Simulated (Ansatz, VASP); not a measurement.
ZnRe in VASP and in Ansatz

```
Zn Re
1.0
     2.74311    0.00000    0.00000
    -1.37156    2.37560    0.00000
     0.00000    0.00000    4.47736
Zn Re
1 1
Cartesian
  0.0000 0.0000 0.0000
  0.0000 1.5837 2.2387
```

Alike in both runs: task single point; functional revPBE; k mesh 24 × 24 × 12; occupations gaussian, width 0.1 eV; no spin polarisation.

```csv
,VASP,Ansatz
version,VASP 6.6.1,Ansatz 0.2.0
potentials or method,"VASP PAW PBE potentials, release 64 (Zn, Re), cutoff 520 eV","scalar-relativistic, plane waves, PAW"
valence electrons in the cell,19,27
```

|  | VASP | Ansatz | Ansatz less VASP |
| --- | --- | --- | --- |
| gap on the k mesh at the Fermi level (eV) | none | none | - |
| pressure (GPa) | 2.8 | 2.8 | +0.02 |
| traceless stress, the component that is largest in VASP (GPa) | 0.48 | 0.16 | -0.325 |

VASP's potentials were made for PBE, not for revPBE. A gap of «none» marks a metal or a gap that the smearing closes. VASP's potentials hold 19 valence electrons a cell and Ansatz's 27, so a difference there can come from the potentials and not from the codes.

Spin-orbit coupling is off throughout.
